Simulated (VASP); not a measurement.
Runs of VASP 6.6.1 on Te. The structure is that of space group P6/mmm (No. 191), or close to it. The cells are those of the table. This isn't the form of Te at room conditions, which is trigonal, of chains.

| cell | gap on the mesh (eV) | pressure (GPa) |
| --- | --- | --- |
| a = 4.160, b = 4.160, c = 2.499 Å, angles 90.0, 90.0, 120.0°, 3 atoms | none | 317.3 |
| a = 4.603, b = 4.603, c = 2.753 Å, angles 90.0, 90.0, 120.0°, 3 atoms | none | (a) |
| a = 4.844, b = 4.844, c = 2.915 Å, angles 90.0, 90.0, 120.0°, 3 atoms | none | (b) |
| a = 5.541, b = 5.541, c = 3.275 Å, angles 90.0, 90.0, 120.0°, 3 atoms | none | -0.1 |
| a = 4.381, b = 4.381, c = 2.620 Å, angles 90.0, 90.0, 120.0°, 3 atoms | none | 185.4 |

Alike in all rows: task single point; level PBE; potentials or basis VASP PAW PBE potentials, release 64 (Te); no spin polarisation; k mesh 7 × 7 × 9; cutoff (eV) 520; smearing fermi-dirac 0.1 eV.

Question: Fill in the values left out.

Answer: (a) 103.8; (b) 50.8.

Caveats: spin-orbit coupling is left out, which moves the levels of the heavy elements; the cell stands under pressure (at least some runs).

A k mesh can miss the band edges, and the runs leave out spin-orbit coupling on Te.

A gap of «none» marks levels without a gap at the run's occupations.
